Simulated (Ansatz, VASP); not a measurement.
# Two plane-wave programs on Pb

Contents of POSCAR:

```
Pb
1.0
   -1.9796595667      1.9796595667      1.9796595667
    1.9796595667     -1.9796595667      1.9796595667
    1.9796595667      1.9796595667     -1.9796595667
Pb
1
Direct
    0.0000000000      0.0000000000      0.0000000000
```

File INCAR.step1:

```
SYSTEM = Pb
PREC = Accurate
ENCUT = 520
EDIFF = 1E-5
ISMEAR = -1
SIGMA = 0.05
LREAL = .FALSE.
LASPH = .TRUE.
NELM = 80
ALGO = Normal
ISIF = 2
LWAVE = .TRUE.
NBANDS = 13
GGA = PE
```

INCAR.step2

```
SYSTEM = Pb
PREC = Accurate
ENCUT = 520
EDIFF = 1E-7
ISMEAR = -1
SIGMA = 0.05
LREAL = .FALSE.
LASPH = .TRUE.
NELM = 80
ALGO = Normal
ISIF = 2
LWAVE = .FALSE.
LCHARG = .TRUE.
METAGGA = R2SCAN
LHFCALC = .TRUE.
AEXX = 0.1
LMIXTAU = .TRUE.
PRECFOCK = Normal
LELF = .TRUE.
LVHAR = .TRUE.
NBANDS = 13
ISTART = 1
```

File KPOINTS:

```
regular mesh
0
G
  5 5 5
  0 0 0
```

Contents of input:

```
crystal:
  lattice:
    - [-1.9796595667, 1.9796595667, 1.9796595667]
    - [1.9796595667, -1.9796595667, 1.9796595667]
    - [1.9796595667, 1.9796595667, -1.9796595667]
  atoms:
    - { symbol: Pb, position: [0.0, 0.0, 0.0] }
hamiltonian:
  xc: r2scanh
  pseudopotentials: { kind: paw }
kpoints:
  mp_grid: { grid: [5, 5, 5] }
scf:
  occupations: { method: fermi_dirac, width: 0.05 }
output:
  forces: true
  stress: true
  eigenvalues: true
  write_density: true
  write_potential: true
  elf: true
  volumetric_format: npy
```

Alike in both runs: task single point; functional r2SCANh; k mesh 5 × 5 × 5; occupations fermi-dirac, width 0.05 eV; no spin polarisation.

|  | VASP | Ansatz |
| --- | --- | --- |
| version | VASP 6.6.1 | Ansatz 0.2.0 |
| potentials or method | VASP PAW PBE potentials, release 64 (Pb_d) | Ansatz PAW |
| plane-wave cutoff (eV) | 520 | 500 |
| valence electrons in the cell | 14 | 14 |

```csv
,VASP,Ansatz,Ansatz less VASP
gap on the k mesh at the Fermi level (eV),none,none,-
pressure (GPa),1.4,1.4,+0.06
```

VASP's potentials were made for PBE, not for r2SCANh. A gap of «none» marks a metal or a gap that the smearing closes.

The k mesh is coarse, so the values compare programs but aren't converged. Neither program's run includes spin-orbit coupling.
